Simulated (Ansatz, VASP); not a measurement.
Sn in VASP and in Ansatz

```
Sn
1.0
     4.45102    0.00000    0.00000
    -2.22551    3.85469    0.00000
     0.00000    0.00000    7.36644
Sn
4
Direct
  0.33333 0.66667 0.06309
  0.66667 0.33333 0.56309
  0.33333 0.66667 0.43691
  0.66667 0.33333 0.93691
```

Alike in both runs: task single point; functional r2SCAN; k mesh 6 × 6 × 4; occupations gaussian, width 0.1 eV; no spin polarisation.

```csv
,VASP,Ansatz
version,VASP 6.6.1,Ansatz 0.2.0
potentials or method,"VASP PAW PBE potentials, release 64 (Sn_d), cutoff 520 eV","scalar-relativistic, plane waves, PAW"
valence electrons in the cell,56,56
```

|  | VASP | Ansatz | Ansatz less VASP |
| --- | --- | --- | --- |
| pressure (GPa) | 6.3 | 6.3 | 0.00 |
| traceless stress, the component that is largest in VASP (GPa) | -0.52 | -0.53 | -0.002 |
| rms of the force components (eV/Å) | 0.041 | 0.040 | -0.0005 |

VASP's potentials were made for PBE, not for r2SCAN. Atom by atom the forces differ by 0.001 eV/Å (rms over components). With one functional, cell and mesh, what is left measures potentials, basis and numerics.
